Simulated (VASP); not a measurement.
Here is a VASP 6.6.1 calculation.

The input INCAR:

```
SYSTEM = W
ALGO     = Normal         ! electronic algorithm
EDIFF    = 1E-7           ! SCF threshold, eV
EDIFFG   = -0.002         ! ionic threshold
ENCUT    = 500            ! plane-wave cutoff, eV
GGA_COMPAT= .FALSE.      
IBRION   = 2              ! ionic algorithm
ISIF     = 3              ! what is computed and relaxed
ISMEAR   = 0              ! smearing method
LASPH    = .TRUE.         ! aspherical terms in the spheres
LCHARG   = .FALSE.        ! write CHGCAR
LREAL    = .FALSE.        ! projectors in reciprocal space
LWAVE    = .FALSE.        ! write WAVECAR
NELM     = 120            ! most SCF steps
NELMIN   = 4            
NSW      = 100            ! ionic steps
PREC     = Accurate       ! precision mode
SIGMA    = 0.1            ! smearing width, eV
```

Contents of KPOINTS:

```
k-points
0
G
  18 18 18
  0 0 0
```

File POSCAR:

```
W
1.0
   -1.5750000000      1.5750000000      1.5750000000
    1.5750000000     -1.5750000000      1.5750000000
    1.5750000000      1.5750000000     -1.5750000000
W
1
Direct
    0.0000000000      0.0000000000      0.0000000000
```

Potentials or basis: VASP PAW LDA potentials, release 64 (W_sv).

Launch:

```sh
$ cat potpaw_LDA.64/W_sv/POTCAR > POTCAR
$ mpirun -np 1 vasp_std > vasp.out
```

**Question.** Predict the relaxed volume.

**Answer.** 15.51 Å³/atom.

**Question.** Estimate the relaxed cell.

**Answer.** a = 2.721 Å, b = 2.721 Å, c = 2.721 Å, α = 109.47°, β = 109.47°, γ = 109.47°.

**Question.** Predict the space group after relaxing (to 0.1 Å).

**Answer.** Im-3m (No. 229).

**Question.** What does it give for the band gap on the k mesh?

**Answer.** Zero (bands 7 and 8 overlap by 6.60 eV).

Step by step:
```tsv
step	energy change (eV)	largest force (eV/Å)	pressure (GPa)	volume (Å³)
1	0.0000	0.0000	-2.57	15.63
2	0.0127	0.0000	10.23	15.07
3	-0.0010	0.0000	-0.03	15.51
4	-0.0010	0.0000	0.02	15.51
```

Caveat: spin-orbit coupling is left out, which moves the levels of the heavy elements.
